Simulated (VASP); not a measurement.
GaN:

```
Ga N
1.0
     0.00000    2.10852    2.19518
     2.10852    0.00000    2.19518
     2.10852    2.10852    0.00000
Ga N
1 1
Direct
  0.00000 0.00000 0.00000
  0.50000 0.50000 0.50000
```

This cell differs from its parent crystal: uniaxial z strain +4.1%.

Base run:

| Item | Value |
| --- | --- |
| Program | VASP 6.6.1 |
| Functional | r2SCAN |
| Potentials or basis | VASP PAW PBE potentials, release 64 (Ga_d, N) |
| Cutoff | 520 eV |
| k mesh | 10 × 10 × 10 |
| Occupations | gaussian, width 0.01 eV |
| Spin | no spin polarisation |

Its results: band gap on the k mesh 0.72 eV (least direct gap 2.67 eV); pressure -7.4 GPa.

Task: The run is repeated on the same cell with these changes: functional from r2SCAN to PBE; occupations from gaussian, width 0.01 eV to fermi-dirac, width 0.02 eV. What comes out?

Result: Band gap on the k mesh 0.23 eV (least direct gap 2.13 eV); pressure 0.4 GPa.

Caveats: the structure was generated, so it needn't be the stable form of GaN; semilocal functionals underestimate gaps, and a narrow one can read as zero; the stress differs along the axes, from -11 to -5 GPa (at least some runs); the PAW data sets were made with another functional, which shifts forces and pressure a little (at least some runs); the stress differs along the axes, from -4 to 2 GPa (at least some runs).

A k mesh can miss the band edges.
